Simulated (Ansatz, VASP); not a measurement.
**SnTe in VASP and in Ansatz**

Contents of INCAR:

```
PREC = Accurate
ENCUT = 520
EDIFF = 1E-7
ISMEAR = -1
SIGMA = 0.08
LREAL = F
LASPH = T
NELM = 60
ALGO = Normal
ISIF = 2
LWAVE = F
LCHARG = F
GGA = PS
NBANDS = 17
```

KPOINTS

```
Automatic mesh
0
Gamma
  11 11 11
```

File POSCAR:

```
SnTe
1.0
    0.0000000000      3.1774045827      3.1774045827
    3.1774045827      0.0000000000      3.1774045827
    3.1774045827      3.1774045827      0.0000000000
Sn Te
1 1
Direct
    0.0000000000      0.0000000000      0.0000000000
    0.5000000000      0.5000000000      0.5000000000
```

Input for Ansatz:

```yaml
crystal:
  lattice:
    - [0.0, 3.1774045827, 3.1774045827]
    - [3.1774045827, 0.0, 3.1774045827]
    - [3.1774045827, 3.1774045827, 0.0]
  atoms:
    - { symbol: Sn, position: [0.0, 0.0, 0.0] }
    - { symbol: Te, position: [0.5, 0.5, 0.5] }
kpoints:
  mp_grid: { grid: [11, 11, 11] }
  band_path:
    path:
      - [0.0, 0.0, 0.0]
      - [0.5, 0.0, 0.5]
      - [0.625, 0.25, 0.625]
      - [0.375, 0.375, 0.75]
      - [0.0, 0.0, 0.0]
      - [0.5, 0.5, 0.5]
      - [0.5, 0.25, 0.75]
      - [0.5, 0.0, 0.5]
    npoints: 5
scf:
  occupations: { method: fermi_dirac, width: 0.08 }
hamiltonian:
  xc: pbesol
  pseudopotentials: { kind: all_electron, lapw: { basis_error: 0.00025 } }
output:
  forces: true
  stress: true
  eigenvalues: true
```

Change from the starting cell: volume scaled by 1.02.

Alike in both runs: task single point; functional PBEsol; k mesh 11 × 11 × 11; occupations fermi-dirac, width 0.08 eV; no spin polarisation.

|  | VASP | Ansatz |
| --- | --- | --- |
| version | VASP 6.6.1 | Ansatz 0.2.0 |
| potentials or method | VASP PAW PBE potentials, release 64 (Sn_d, Te), cutoff 520 eV | all-electron LAPW, scalar-relativistic |

|  | VASP | Ansatz | Ansatz less VASP |
| --- | --- | --- | --- |
| pressure (GPa) | -1.4 | -1.4 | 0.00 |

VASP's potentials were made for PBE, not for PBEsol. Ansatz ran all-electron here, and VASP with PAW potentials.

Spin-orbit coupling is off throughout.
